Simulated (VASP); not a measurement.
# Pt (P6_3/mmc) in VASP: notebook

Runs on Pt. Level: RPBE. Tasks: single point.

Everything below comes from runs of VASP 6.6.1. Logs are shortened: lines on timing, memory, paths and dates and some standing lists are left out, and cuts for length are marked.

## 1. The cell of the first run

It takes space group P6_3/mmc (No. 194, hexagonal). Conventional cell: a = 2.689 Å, b = 2.689 Å, c = 8.985 Å, α = 90.00°, β = 90.00°, γ = 120.00°. Pt (site symmetry -3m) has 12 Pt at 2.69 to 2.73 Å within 3.5 Å. Pt (site symmetry -6m2) has 12 Pt at 2.69 to 2.73 Å within 3.5 Å.

## 2. Single point, RPBE (volume scaled by 0.88)

Input file INCAR:

```
ALGO     = Normal         # electronic algorithm
EDIFF    = 1E-6           # SCF threshold, eV
ENCUT    = 520            # plane-wave cutoff, eV
GGA      = RP             # functional
ISIF     = 2              # what is computed and relaxed
ISMEAR   = -1             # smearing method
LASPH    = True           # aspherical terms in the spheres
LCHARG   = True           # write CHGCAR
LELF     = True           # ELF
LREAL    = False          # projectors in reciprocal space
LVHAR    = True         
LWAVE    = False          # write WAVECAR
NBANDS   = 28             # bands
NELM     = 100            # most SCF steps
PREC     = Accurate       # precision mode
SIGMA    = 0.1            # smearing width, eV
```

Input file KPOINTS:

```
k-points
0
Gamma
  14 14 4
```

Input file POSCAR:

```
Pt
1.0
    2.6894695094      0.0000000000      0.0000000000
   -1.3447347547      2.3291489178      0.0000000000
    0.0000000000      0.0000000000      8.9849724712
Pt
4
Direct
    1.0000000000      1.0000000000      0.0000000000
    1.0000000000      0.0000000000      0.5000000000
    0.3333333333      0.6666666667      0.2500000000
    0.6666666667      0.3333333333      0.7500000000
```

Potentials or basis: VASP PAW PBE potentials, release 64 (Pt).

Launch:

```sh
$ cat potpaw_PBE.64/Pt/POTCAR > POTCAR
$ mpirun -np 1 vasp_std > vasp.out
```

OUTCAR:

```text
EDIFF = 1E-6
   ENCUT = 520
   GGA = RP
   ISIF = 2
   ISMEAR = -1
   LASPH = True
   LREAL = False
   NELM = 100
   PREC = Accurate

 ion  position               nearest neighbor table
   1  0.000  0.000  0.000-   3 2.73   4 2.73   3 2.73   4 2.73   4 2.73   3 2.73
   2  0.000  0.000  0.500-   3 2.73   4 2.73   3 2.73   4 2.73   4 2.73   3 2.73
   3  0.333  0.667  0.250-   1 2.73   2 2.73   1 2.73   2 2.73   1 2.73   2 2.73
   4  0.667  0.333  0.750-   1 2.73   2 2.73   1 2.73   2 2.73   1 2.73   2 2.73

  LATTYP: Found a hexagonal cell.
 ALAT       =     2.6894695094
 C/A-ratio  =     3.3407972984

  Lattice vectors:

 A1 = (   2.6894695094,   0.0000000000,   0.0000000000)
 A2 = (  -1.3447347547,   2.3291489178,   0.0000000000)
 A3 = (   0.0000000000,   0.0000000000,   8.9849724712)

Analysis of symmetry for initial positions (statically):
=====================================================================
 Subroutine PRICEL returns:
 Original cell was already a primitive cell.

 Routine SETGRP: Setting up the symmetry group for a
 hexagonal supercell.

 Subroutine GETGRP returns: Found 24 space group operations
 (whereof 12 operations were pure point group operations)
 out of a pool of 24 trial point group operations.

The static configuration has the point symmetry D_3d.
 The point group associated with its full space group is D_6h.

Analysis of symmetry for dynamics (positions and initial velocities):
=====================================================================
 Subroutine PRICEL returns:
 Original cell was already a primitive cell.

 Routine SETGRP: Setting up the symmetry group for a
 hexagonal supercell.

 Subroutine GETGRP returns: Found 24 space group operations
 (whereof 12 operations were pure point group operations)
 out of a pool of 24 trial point group operations.

The dynamic configuration has the point symmetry D_3d.
 The point group associated with its full space group is D_6h.

 Subroutine INISYM returns: Found 24 space group operations
 (whereof 12 operations are pure point group operations),
 and found     1 'primitive' translations

----------------------------------------------------------------------------------------

                                     Primitive cell

  volume of cell :      56.2834

  direct lattice vectors                    reciprocal lattice vectors
     2.689469509  0.000000000  0.000000000     0.371820538  0.214670688  0.000000000
    -1.344734755  2.329148918  0.000000000     0.000000000  0.429341375  0.000000000
     0.000000000  0.000000000  8.984972471     0.000000000  0.000000000  0.111296946

  length of vectors
     2.689469509  2.689469509  8.984972471     0.429341375  0.429341375  0.111296946

  position of ions in fractional coordinates (direct lattice)
     0.000000000  0.000000000  0.000000000
     0.000000000  0.000000000  0.500000000
     0.333333333  0.666666667  0.250000000
     0.666666667  0.333333333  0.750000000

  ion indices of the primitive-cell ions
   primitive index   ion index
                 1           1
                 2           2
                 3           3
                 4           4

----------------------------------------------------------------------------------------

 KPOINTS: k-points

Automatic generation of k-mesh.
 Grid dimensions read from file:
 generate k-points for:   14   14    4

 Generating k-lattice:

  Cartesian coordinates                     Fractional coordinates (reciprocal lattice)
     0.026558610  0.015333621  0.000000000     0.071428571  0.000000000  0.000000000
     0.000000000  0.030667241  0.000000000     0.000000000  0.071428571  0.000000000
     0.000000000  0.000000000  0.027824237     0.000000000  0.000000000  0.250000000

  Length of vectors
     0.030667241  0.030667241  0.027824237

  Shift w.r.t. Gamma in fractional coordinates (k-lattice)
     0.000000000  0.000000000  0.000000000

 Subroutine IBZKPT returns following result:
 ===========================================

 Found     72 irreducible k-points:

 Following reciprocal coordinates:
            Coordinates               Weight
  0.000000  0.000000  0.000000      1.000000
  0.071429  0.000000  0.000000      6.000000
  0.142857  0.000000  0.000000      6.000000
  0.214286  0.000000  0.000000      6.000000
  0.285714  0.000000  0.000000      6.000000
  0.357143  0.000000  0.000000      6.000000
[... 16 lines left out ...]
  0.285714  0.285714  0.000000      6.000000
  0.357143  0.285714  0.000000      6.000000
 [... further k-points ...]
   k-points           NKPTS =     72   k-points in BZ     NKDIM =     72   number of bands    NBANDS=     28
   number of dos      NEDOS =    301   number of ions     NIONS =      4
   total plane-waves  NPLWV =  28000
   dimension x,y,z NGX =    20 NGY =   20 NGZ =   70
   dimension x,y,z NGXF=    40 NGYF=   40 NGZF=  140
   ions per type =               4
   NGX,Y,Z   is equivalent  to a cutoff of  12.36, 12.36, 12.95 a.u.
   NGXF,Y,Z  is equivalent  to a cutoff of  24.73, 24.73, 25.90 a.u.
 SYSTEM =  unknown system
   PREC   = accura    normal or accurate (medium, high low for compatibility)
   ISTART =      0    job   : 0-new  1-cont  2-samecut
   ICHARG =      2    charge: 1-file 2-atom 10-const
   ISPIN  =      1    spin polarized calculation?
   LNONCOLLINEAR =      F non collinear calculations
   LSORBIT =      F    spin-orbit coupling
   LASPH  =      T    aspherical Exc in radial PAW
   ENCUT  =  520.0 eV  38.22 Ry    6.18 a.u.   5.00  5.00 16.71*2*pi/ulx,y,z
   NELM   =    100;   NELMIN=  2; NELMDL= -5     # of ELM steps
   EDIFF  = 0.1E-05   stopping-criterion for ELM
   LREAL  =      F    real-space projection
   EDIFFG = 0.1E-04   stopping-criterion for IOM
   NSW    =      0    number of steps for IOM
   IBRION =     -1    ionic relax: 0-MD 1-quasi-New 2-CG
   NFREE  =      0    steps in history (QN), initial steepest desc. (CG)
   ISIF   =      2    stress and relaxation
   ISYM   =      2    0-nonsym 1-usesym 2-fastsym
   POTIM  = 0.5000    time-step for ionic-motion
   TEBEG  =    0.0;   TEEND  =   0.0 temperature during run
   PSTRESS=    0.0 pullay stress
   NELECT =      40.0000    total number of electrons
   NUPDOWN=      -1.0000    fix difference up-down
   EMIN   =  10.00;   EMAX   =-10.00  energy-range for DOS
   EFERMI =   0.00;   METHOD = LEGACY
   ISMEAR =    -1;   SIGMA  =   0.10  broadening in eV -4-tet -1-fermi 0-gaus
   EFERMI_NEDOS =   21; number of points for ismear=-14 and -15
   IALGO  =     38    algorithm
   IMIX   =      4    mixing-type and parameters
     AMIX     =   0.40;   BMIX     =  1.00
     AMIX_MAG =   1.60;   BMIX_MAG =  1.00
  volume/ion in A,a.u.               =      14.07        94.95
  Fermi-wavevector in a.u.,A,eV,Ry     =   1.460948  2.760791 29.039835  2.134368
  Thomas-Fermi vector in A             =   2.577337
   LORBIT       =      0    0 simple, 1 ext, 2 COOP (PROOUT), +10 PAW based schemes
   GGA     = RP    functional components
   LHFCALC =     F    Hartree Fock is set to
   AEXX    =    0.0000 exact exchange contribution
   IVDW    =     0    specifies the selected vdW correction
   LEPSILON=     F    determine dielectric tensor
   LRPA    =     F    only Hartree local field effects (RPA)
 non-spin polarized calculation
  energy-cutoff  :      520.00
  volume of cell :       56.28
 maximum number of plane-waves:      1548
 NGX is ok and might be reduce to    20
   NGX =  9   NGY =  9   NGZ = 33

 number of electron      39.9999995 magnetization

 Free energy of the ion-electron system (eV)
  ---------------------------------------------------
  ext. energy  EPLUGINS =         0.00000000
  ---------------------------------------------------
  free energy    TOTEN  =       -21.02002568 eV

  energy without entropy =      -20.81962237  energy(sigma->0) =      -20.91982402

 E-fermi :  12.7399     XC(G=0): -13.8612

 val. band max:       12.7219544992   @ k =   0.4286   0.0714   0.2500
 cond. band min:      12.7487332514   @ k =   0.4286   0.1429   0.0000
 fundamental gap:      0.0267787523
 Fermi energy:        12.7398874663

 k-point     1 :       0.0000    0.0000    0.0000
  band No.  band energies     occupation
      1       1.7389      2.00000
      2       3.7908      2.00000
      3       3.8015      2.00000
      4       4.5958      2.00000
      5       8.0303      2.00000
      6       8.0889      2.00000
[... 20 lines left out ...]
     27      26.4585      0.00000
     28      27.0215      0.00000

 k-point     2 :       0.0714    0.0000    0.0000
  band No.  band energies     occupation
      1       1.9387      2.00000
      2       3.9827      2.00000
      3       3.9932      2.00000
      4       4.7770      2.00000
      5       7.8151      2.00000
      6       7.9696      2.00000
[... 20 lines left out ...]
     27      26.5121      0.00000
     28      27.3592      0.00000

 k-point     3 :       0.1429    0.0000    0.0000
  band No.  band energies     occupation
      1       2.5110      2.00000
      2       4.4988      2.00000
      3       4.5090      2.00000
      4       5.2635      2.00000
      5       7.3937      2.00000
      6       7.6766      2.00000
[... 20 lines left out ...]
     27      26.5929      0.00000
     28      28.2285      0.00000

 k-point     4 :       0.2143    0.0000    0.0000
  band No.  band energies     occupation
      1       3.3600      2.00000
      2       5.0866      2.00000
      3       5.0989      2.00000
      4       5.8128      2.00000
      5       7.0294      2.00000
      6       7.3092      2.00000
[... 578 lines left out ...]
     27      21.1996      0.00000
     28      22.5328      0.00000

 k-point    23 :       0.2857    0.2857    0.0000
  band No.  band energies     occupation
      1       6.1099      2.00000
      2       6.1482      2.00000
      3       6.3450      2.00000
      4       6.6745      2.00000
      5       7.0396      2.00000
      6       7.1476      2.00000
[... 20 lines left out ...]
     27      22.1198      0.00000
     28      22.6706      0.00000

 k-point    24 :       0.3571    0.2857    0.0000
  band No.  band energies     occupation
      1       6.1518      2.00000
      2       6.3026      2.00000
      3       6.6495      2.00000
      4       6.7487      2.00000
      5       6.8569      2.00000
      6       6.9776      2.00000
[... 20 lines left out ...]
     27      21.2070      0.00000
     28      22.1347      0.00000

 [... further k-points ...]

------------------------ aborting loop because EDIFF is reached ----------------------------------------

  FORCE on cell =-STRESS in cart. coord.  units (eV):
  Direction    XX          YY          ZZ          XY          YZ          ZX
  --------------------------------------------------------------------------------------
  -------------------------------------------------------------------------------------
  Total       14.3231632     14.3231632     13.6819479      0.0000000      0.0000000     -0.0000000
  in kB      407.7264531    407.7264530    389.4734717      0.0000000      0.0000000     -0.0000000
  external PRESSURE =     401.6421259 kB  Pullay stress =       0.0000000 kB

 VOLUME and BASIS-vectors are now :
 -----------------------------------------------------------------------------
  energy-cutoff  :      520.00
  volume of cell :       56.28
      direct lattice vectors                 reciprocal lattice vectors
     2.689469509  0.000000000  0.000000000     0.371820538  0.214670688  0.000000000
    -1.344734755  2.329148918  0.000000000     0.000000000  0.429341375  0.000000000
     0.000000000  0.000000000  8.984972471     0.000000000  0.000000000  0.111296946

 POSITION                                       TOTAL-FORCE (eV/Angst)
 -----------------------------------------------------------------------------------
      0.00000      0.00000      0.00000         0.000000      0.000000      0.000000
      0.00000      0.00000      4.49249         0.000000      0.000000      0.000000
     -0.00000      1.55277      2.24624        -0.000000      0.000000     -0.000000
      1.34473      0.77638      6.73873         0.000000      0.000000      0.000000
 -----------------------------------------------------------------------------------
    total drift:                                0.000000     -0.000000      0.000000

  FREE ENERGIE OF THE ION-ELECTRON SYSTEM (eV)
  ---------------------------------------------------
  free  energy   TOTEN  =       -21.0200256805 eV

  energy  without entropy=      -20.8196223660  energy(sigma->0) =      -20.91982402
```

Wall time 75 s (1 thread of Intel Xeon Platinum 8488C (Sapphire Rapids), shared host); peak memory 0.22 GiB.

Results:

| Property | Result |
| --- | --- |
| Free energy | -21.0200 eV |
| Pressure | 40.2 GPa |
| Band gap on the k mesh | zero (band 20 reaches 13.20 eV, above the bottom of band 21 at 11.64 eV) |

Caveat: the PAW data sets were made with another functional, which shifts forces and pressure a little; spin-orbit coupling is left out, which moves the levels of the heavy elements.

## 3. Single point, RPBE (volume scaled by 0.92)

Input file INCAR:

```
  PREC = Accurate
  ENCUT = 520
  EDIFF = 1E-7
  ISMEAR = -1
  SIGMA = 0.1
  LREAL = False
  LASPH = True
  NELM = 100
  ALGO = Normal
  ISIF = 2
  LWAVE = False
  LCHARG = False
  GGA = RP
  NBANDS = 28
```

Input file KPOINTS:

```
Automatic mesh
0
Gamma
  14 14 4
```

Input file POSCAR:

```
Pt
1.0
    2.7296167643      0.0000000000      0.0000000000
   -1.3648083821      2.3639174605      0.0000000000
    0.0000000000      0.0000000000      9.1190963118
Pt
4
Direct
    1.0000000000      1.0000000000      0.0000000000
    1.0000000000      0.0000000000      0.5000000000
    0.3333333333      0.6666666667      0.2500000000
    0.6666666667      0.3333333333      0.7500000000
```

Potentials or basis: VASP PAW PBE potentials, release 64 (Pt).

Launch:

```sh
$ cat potpaw_PBE.64/Pt/POTCAR > POTCAR
$ mpirun -np 1 vasp_std > vasp.out
```

Run time: 88 s. Hardware: 1 thread of Intel Xeon Platinum 8488C (Sapphire Rapids), shared host; peak memory 0.23 GiB.

The run converged. Its results:

```
Free energy            : -21.5203 eV
Pressure               : 22.9 GPa
Band gap on the k mesh : zero (band 20 reaches 12.25 eV, above the bottom of band 21 at 10.82 eV)
```

Stress tensor (GPa, compression positive):
```
23.30  0.00  0.00
 0.00 23.30  0.00
 0.00  0.00 22.21
```

Levels at points of the mesh, in eV from the Fermi level:
```tsv
k point	band 17	band 18	band 19	band 20	band 21	band 22	band 23	band 24
(0.00, 0.00, 0.00)	-2.07	-1.44	-1.44	-0.96	-0.96	-0.76	-0.13	-0.13
(0.50, 0.00, 0.00)	0.15	0.26	0.37	0.37	0.42	0.93	3.20	3.50
(0.00, 0.00, 0.50)	-1.77	-1.77	-1.77	-1.77	-0.49	-0.49	-0.49	-0.49
(0.50, 0.00, 0.50)	0.18	0.18	0.39	0.39	2.00	2.00	3.04	3.04
```

Caveat: the PAW data sets were made with another functional, which shifts forces and pressure a little; spin-orbit coupling is left out, which moves the levels of the heavy elements.

## 4. Single point, RPBE (volume scaled by 0.96)

INCAR, as its differences from that of step 3:

```diff
@@ -2,3 +2,3 @@
   ENCUT = 520
-  EDIFF = 1E-7
+  EDIFF = 1E-6
   ISMEAR = -1
```

Input file KPOINTS:

```
regular mesh
0
Gamma
  14 14 4
```

Input file POSCAR:

```
Pt
1.0
    2.7686165586      0.0000000000      0.0000000000
   -1.3843082793      2.3976922730      0.0000000000
    0.0000000000      0.0000000000      9.2493867192
Pt
4
Direct
    1.0000000000      1.0000000000      0.0000000000
    1.0000000000      0.0000000000      0.5000000000
    0.3333333333      0.6666666667      0.2500000000
    0.6666666667      0.3333333333      0.7500000000
```

Launch:

```sh
$ cat potpaw_PBE.64/Pt/POTCAR > POTCAR
$ mpirun -np 1 vasp_std > vasp.out
```

It took 87 s on 1 thread of Intel Xeon Platinum 8488C (Sapphire Rapids), shared host; peak memory 0.24 GiB.

Results (log left out):

- Free energy: -21.7786 eV
- Pressure: 9.7 GPa
- Band gap on the k mesh: zero (band 20 reaches 11.39 eV, above the bottom of band 21 at 10.06 eV)

Stress tensor (GPa, compression positive):
```
9.86 0.00 0.00
0.00 9.86 0.00
0.00 0.00 9.39
```

Levels at points of the mesh, in eV from the Fermi level:
| k point | band 16 | band 17 | band 18 | band 19 | band 20 | band 21 | band 22 | band 23 | band 24 | band 25 |
| --- | --- | --- | --- | --- | --- | --- | --- | --- | --- | --- |
| (0.00, 0.00, 0.00) | -1.93 | -1.93 | -1.33 | -1.33 | -0.89 | -0.89 | -0.57 | -0.13 | -0.13 | 5.38 |
| (0.50, 0.00, 0.00) | 0.13 | 0.18 | 0.23 | 0.33 | 0.34 | 0.38 | 1.04 | 3.09 | 3.37 | 6.27 |
| (0.00, 0.00, 0.50) | -2.48 | -1.65 | -1.65 | -1.65 | -1.65 | -0.46 | -0.46 | -0.46 | -0.46 | 8.30 |
| (0.50, 0.00, 0.50) | -0.67 | 0.16 | 0.16 | 0.36 | 0.36 | 1.96 | 1.96 | 2.97 | 2.97 | 6.45 |

Caveat: the PAW data sets were made with another functional, which shifts forces and pressure a little; spin-orbit coupling is left out, which moves the levels of the heavy elements.

(Part 1 of 2 ends here.)
